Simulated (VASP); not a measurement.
# Te (P3_121) in VASP: further runs

Runs on Te. Level: PBE. Tasks: single point, relaxation of cell and atoms.

Everything below comes from runs of VASP 6.6.1. Logs are shortened: lines on timing, memory, paths and dates and some standing lists are left out, and cuts for length are marked.

## 1. The cell of the first run

The structure is trigonal, space group P3_121 (No. 152). The conventional cell has a = 4.319 Å, b = 4.319 Å, c = 6.133 Å, α = 90.00°, β = 90.00°, γ = 120.00°. Within 3.8 Å of Te (site symmetry 2) lie 6 Te at 2.92 to 3.40 Å.

## 2. Single point, PBE (biaxial strain in the a-b plane: -4.5 %, then relaxed in part)

INCAR reads:

```
PREC     = Accurate       # precision mode
ENCUT    = 520            # plane-wave cutoff, eV
EDIFF    = 1E-6           # SCF threshold, eV
ISMEAR   = 0              # smearing method
SIGMA    = 0.01           # smearing width, eV
LREAL    = F              # projectors in reciprocal space
LASPH    = T              # aspherical terms in the spheres
NELM     = 60             # most SCF steps
ALGO     = Normal         # electronic algorithm
ISIF     = 2              # what is computed and relaxed
LWAVE    = F              # write WAVECAR
LCHARG   = T              # write CHGCAR
GGA      = PE             # functional
LELF     = T              # ELF
LVHAR    = T            
NBANDS   = 16             # bands
```

KPOINTS reads:

```
Automatic mesh
0
Gamma
  12 12 6
```

POSCAR reads:

```
Te
1.0
    4.3190905598      0.0000000000      0.0000000000
   -2.1595452799      3.7404421460      0.0000000000
    0.0000000000      0.0000000000      6.1327571569
Te
3
Direct
    0.7215554773      0.0000000000      0.3333333333
    0.0000000000      0.7215554773      0.6666666667
    0.2784445227      0.2784445227      0.0000000000
```

Potentials or basis: VASP PAW PBE potentials, release 64 (Te).

Run with:

```
$ cat potpaw_PBE.64/Te/POTCAR > POTCAR
$ mpirun -np 1 vasp_std > vasp.out
```

OUTCAR:

```text
PREC = Accurate
   ENCUT = 520
   EDIFF = 1E-6
   ISMEAR = 0
   LREAL = F
   LASPH = T
   NELM = 60
   ISIF = 2
   GGA = PE

 ion  position               nearest neighbor table
   1  0.722  0.000  0.333-   3 2.92   2 2.92   3 3.40   3 3.40   2 3.40   2 3.40
   2  0.000  0.722  0.667-   3 2.92   1 2.92   3 3.40   3 3.40   1 3.40   1 3.40
   3  0.278  0.278  0.000-   2 2.92   1 2.92   1 3.40   2 3.40   2 3.40   1 3.40

  LATTYP: Found a hexagonal cell.
 ALAT       =     4.3190905598
 C/A-ratio  =     1.4199186315

  Lattice vectors:

 A1 = (   4.3190905598,   0.0000000000,   0.0000000000)
 A2 = (  -2.1595452799,   3.7404421460,   0.0000000000)
 A3 = (   0.0000000000,   0.0000000000,   6.1327571569)

Analysis of symmetry for initial positions (statically):
=====================================================================
 Subroutine PRICEL returns:
 Original cell was already a primitive cell.

 Routine SETGRP: Setting up the symmetry group for a
 hexagonal supercell.

 Subroutine GETGRP returns: Found  6 space group operations
 (whereof  2 operations were pure point group operations)
 out of a pool of 24 trial point group operations.

The static configuration has the point symmetry C_2 .
 The point group associated with its full space group is D_3 .

Analysis of symmetry for dynamics (positions and initial velocities):
=====================================================================
 Subroutine PRICEL returns:
 Original cell was already a primitive cell.

 Routine SETGRP: Setting up the symmetry group for a
 hexagonal supercell.

 Subroutine GETGRP returns: Found  6 space group operations
 (whereof  2 operations were pure point group operations)
 out of a pool of 24 trial point group operations.

The dynamic configuration has the point symmetry C_2 .
 The point group associated with its full space group is D_3 .

 Subroutine INISYM returns: Found  6 space group operations
 (whereof  2 operations are pure point group operations),
 and found     1 'primitive' translations

----------------------------------------------------------------------------------------

                                     Primitive cell

  volume of cell :      99.0766

  direct lattice vectors                    reciprocal lattice vectors
     4.319090560  0.000000000  0.000000000     0.231530223  0.133674037  0.000000000
    -2.159545280  3.740442146  0.000000000     0.000000000  0.267348073  0.000000000
     0.000000000  0.000000000  6.132757157     0.000000000  0.000000000  0.163058796

  length of vectors
     4.319090560  4.319090560  6.132757157     0.267348073  0.267348073  0.163058796

  position of ions in fractional coordinates (direct lattice)
     0.721555477  0.000000000  0.333333333
     1.000000000  0.721555477  0.666666667
     0.278444523  0.278444523  0.000000000

  ion indices of the primitive-cell ions
   primitive index   ion index
                 1           1
                 2           2
                 3           3

----------------------------------------------------------------------------------------

 KPOINTS: Automatic mesh

Automatic generation of k-mesh.
 Grid dimensions read from file:
 generate k-points for:   12   12    6

 Generating k-lattice:

  Cartesian coordinates                     Fractional coordinates (reciprocal lattice)
     0.019294185  0.011139503  0.000000000     0.083333333  0.000000000  0.000000000
     0.000000000  0.022279006  0.000000000     0.000000000  0.083333333  0.000000000
     0.000000000  0.000000000  0.027176466     0.000000000  0.000000000  0.166666667

  Length of vectors
     0.022279006  0.022279006  0.027176466

  Shift w.r.t. Gamma in fractional coordinates (k-lattice)
     0.000000000  0.000000000  0.000000000

 Subroutine IBZKPT returns following result:
 ===========================================

 Found    100 irreducible k-points:

 Following reciprocal coordinates:
            Coordinates               Weight
  0.000000  0.000000  0.000000      1.000000
  0.083333  0.000000  0.000000      6.000000
  0.166667  0.000000  0.000000      6.000000
  0.250000  0.000000  0.000000      6.000000
  0.333333  0.000000  0.000000      6.000000
  0.416667  0.000000  0.000000      6.000000
[... 16 lines left out ...]
  0.166667  0.000000  0.166667      6.000000
  0.000000  0.166667  0.166667      6.000000
 [... further k-points ...]
   k-points           NKPTS =    100   k-points in BZ     NKDIM =    100   number of bands    NBANDS=     16
   number of dos      NEDOS =    301   number of ions     NIONS =      3
   total plane-waves  NPLWV =  49152
   dimension x,y,z NGX =    32 NGY =   32 NGZ =   48
   dimension x,y,z NGXF=    64 NGYF=   64 NGZF=   96
   ions per type =               3
   NGX,Y,Z   is equivalent  to a cutoff of  12.32, 12.32, 13.01 a.u.
   NGXF,Y,Z  is equivalent  to a cutoff of  24.63, 24.63, 26.02 a.u.
 SYSTEM =  unknown system
   PREC   = accura    normal or accurate (medium, high low for compatibility)
   ISTART =      0    job   : 0-new  1-cont  2-samecut
   ICHARG =      2    charge: 1-file 2-atom 10-const
   ISPIN  =      1    spin polarized calculation?
   LNONCOLLINEAR =      F non collinear calculations
   LSORBIT =      F    spin-orbit coupling
   LASPH  =      T    aspherical Exc in radial PAW
   ENCUT  =  520.0 eV  38.22 Ry    6.18 a.u.   8.03  8.03 11.40*2*pi/ulx,y,z
   NELM   =     60;   NELMIN=  2; NELMDL= -5     # of ELM steps
   EDIFF  = 0.1E-05   stopping-criterion for ELM
   LREAL  =      F    real-space projection
   EDIFFG = 0.1E-04   stopping-criterion for IOM
   NSW    =      0    number of steps for IOM
   IBRION =     -1    ionic relax: 0-MD 1-quasi-New 2-CG
   NFREE  =      0    steps in history (QN), initial steepest desc. (CG)
   ISIF   =      2    stress and relaxation
   ISYM   =      2    0-nonsym 1-usesym 2-fastsym
   POTIM  = 0.5000    time-step for ionic-motion
   TEBEG  =    0.0;   TEEND  =   0.0 temperature during run
   PSTRESS=    0.0 pullay stress
   NELECT =      18.0000    total number of electrons
   NUPDOWN=      -1.0000    fix difference up-down
   EMIN   =  10.00;   EMAX   =-10.00  energy-range for DOS
   EFERMI =   0.00;   METHOD = LEGACY
   ISMEAR =     0;   SIGMA  =   0.01  broadening in eV -4-tet -1-fermi 0-gaus
   EFERMI_NEDOS =   21; number of points for ismear=-14 and -15
   IALGO  =     38    algorithm
   IMIX   =      4    mixing-type and parameters
     AMIX     =   0.40;   BMIX     =  1.00
     AMIX_MAG =   1.60;   BMIX_MAG =  1.00
  volume/ion in A,a.u.               =      33.03       222.87
  Fermi-wavevector in a.u.,A,eV,Ry     =   0.927204  1.752162 11.697029  0.859707
  Thomas-Fermi vector in A             =   2.053249
   LORBIT       =      0    0 simple, 1 ext, 2 COOP (PROOUT), +10 PAW based schemes
   GGA     = PE    functional components
   LHFCALC =     F    Hartree Fock is set to
   AEXX    =    0.0000 exact exchange contribution
   IVDW    =     0    specifies the selected vdW correction
   LEPSILON=     F    determine dielectric tensor
   LRPA    =     F    only Hartree local field effects (RPA)
 non-spin polarized calculation
 Gauss-broadening in eV      SIGMA  =   0.01
  energy-cutoff  :      520.00
  volume of cell :       99.08
 maximum number of plane-waves:      2688
   NGX = 17   NGY = 17   NGZ = 23

 number of electron      18.0000000 magnetization

 Free energy of the ion-electron system (eV)
  ---------------------------------------------------
  ext. energy  EPLUGINS =         0.00000000
  ---------------------------------------------------
  free energy    TOTEN  =        -9.39633185 eV

  energy without entropy =       -9.39630573  energy(sigma->0) =       -9.39631879

 E-fermi :   6.2034     XC(G=0):  -9.2236

 val. band max:        6.2033968523   @ k =   0.3333   0.3333   0.5000
 cond. band min:       6.2033968692   @ k =   0.3333   0.3333   0.5000
 fundamental gap:      0.0000000169
 Fermi energy:         6.2033968606

 k-point     1 :       0.0000    0.0000    0.0000
  band No.  band energies     occupation
      1      -7.3822      2.00000
      2      -4.1920      2.00000
      3      -4.1920      2.00000
      4       3.5457      2.00000
      5       3.7556      2.00000
      6       3.7556      2.00000
[... 8 lines left out ...]
     15      12.5190      0.00000
     16      12.5233      0.00000

 k-point     2 :       0.0833    0.0000    0.0000
  band No.  band energies     occupation
      1      -7.3285      2.00000
      2      -4.1939      2.00000
      3      -4.1724      2.00000
      4       2.9944      2.00000
      5       3.4007      2.00000
      6       3.6470      2.00000
[... 8 lines left out ...]
     15      12.4408      0.00000
     16      12.5825      0.00000

 k-point     3 :       0.1667    0.0000    0.0000
  band No.  band energies     occupation
      1      -7.1706      2.00000
      2      -4.2181      2.00000
      3      -4.1155      2.00000
      4       2.2063      2.00000
      5       2.8676      2.00000
      6       3.3446      2.00000
[... 8 lines left out ...]
     15      12.5111      0.00000
     16      12.8826      0.00000

 k-point     4 :       0.2500    0.0000    0.0000
  band No.  band energies     occupation
      1      -6.9191      2.00000
      2      -4.3098      2.00000
      3      -4.0306      2.00000
      4       1.6143      2.00000
      5       2.3630      2.00000
      6       3.0222      2.00000
[... 8 lines left out ...]
     15      12.8959      0.00000
     16      13.4208      0.00000
[... 324 lines left out ...]
 k-point    22 :       0.0000    0.0833    0.1667
  band No.  band energies     occupation
      1      -7.2340      2.00000
      2      -5.0704      2.00000
      3      -3.2666      2.00000
      4       2.7861      2.00000
      5       3.5069      2.00000
      6       3.8393      2.00000
[... 8 lines left out ...]
     15      12.0262      0.00000
     16      12.4796      0.00000

 k-point    23 :       0.1667    0.0000    0.1667
  band No.  band energies     occupation
      1      -7.0761      2.00000
      2      -5.0147      2.00000
      3      -3.3049      2.00000
      4       2.3328      2.00000
      5       2.4425      2.00000
      6       3.4046      2.00000
[... 8 lines left out ...]
     15      12.3355      0.00000
     16      13.0336      0.00000

 k-point    24 :       0.0000    0.1667    0.1667
  band No.  band energies     occupation
      1      -7.0798      2.00000
      2      -4.9795      2.00000
      3      -3.3731      2.00000
      4       2.2574      2.00000
      5       3.2152      2.00000
      6       3.4577      2.00000
[... 8 lines left out ...]
     15      12.1333      0.00000
     16      12.3736      0.00000

 [... further k-points ...]

------------------------ aborting loop because EDIFF is reached ----------------------------------------

  FORCE on cell =-STRESS in cart. coord.  units (eV):
  Direction    XX          YY          ZZ          XY          YZ          ZX
  --------------------------------------------------------------------------------------
  -------------------------------------------------------------------------------------
  Total        0.8870400      0.8870400      0.0018132     -0.0000000      0.0000000     -0.0000000
  in kB       14.3444121     14.3444121      0.0293211     -0.0000000      0.0000000     -0.0000000
  external PRESSURE =       9.5727151 kB  Pullay stress =       0.0000000 kB

 VOLUME and BASIS-vectors are now :
 -----------------------------------------------------------------------------
  energy-cutoff  :      520.00
  volume of cell :       99.08
      direct lattice vectors                 reciprocal lattice vectors
     4.319090560  0.000000000  0.000000000     0.231530223  0.133674037  0.000000000
    -2.159545280  3.740442146  0.000000000     0.000000000  0.267348073  0.000000000
     0.000000000  0.000000000  6.132757157     0.000000000  0.000000000  0.163058796

 POSITION                                       TOTAL-FORCE (eV/Angst)
 -----------------------------------------------------------------------------------
      3.11646      0.00000      2.04425        -0.009470      0.000000      0.000000
     -1.55823      2.69894      4.08850         0.004735     -0.008201     -0.000000
      0.60131      1.04151      0.00000         0.004735      0.008201      0.000000
 -----------------------------------------------------------------------------------
    total drift:                               -0.000000      0.000000      0.000000

  FREE ENERGIE OF THE ION-ELECTRON SYSTEM (eV)
  ---------------------------------------------------
  free  energy   TOTEN  =        -9.3963318455 eV

  energy  without entropy=       -9.3963057256  energy(sigma->0) =       -9.39631879
```

Wall time 2.2 min (1 thread of Oxide Virtual Turin-like, shared host); peak memory 0.25 GiB.

What came out:

| Item | Value |
| --- | --- |
| Free energy | -9.3963 eV |
| Pressure | 1.0 GPa |
| Largest force | 0.009 eV/Å |
| Band gap on the k mesh | zero (filled and empty bands touch) |

Forces on the atoms (eV/Å):
```
Te  -0.009  0.000  0.000
Te   0.005 -0.008  0.000
Te   0.005  0.008  0.000
```

Stress tensor (GPa, compression positive):
```
1.43 0.00 0.00
0.00 1.43 0.00
0.00 0.00 0.00
```

Caveat: the cell differs from its parent crystal (biaxial strain in the a-b plane: -4.5 %, then relaxed in part); spin-orbit coupling is left out, which moves the levels of the heavy elements.

(Continued in part 2 of 2.)
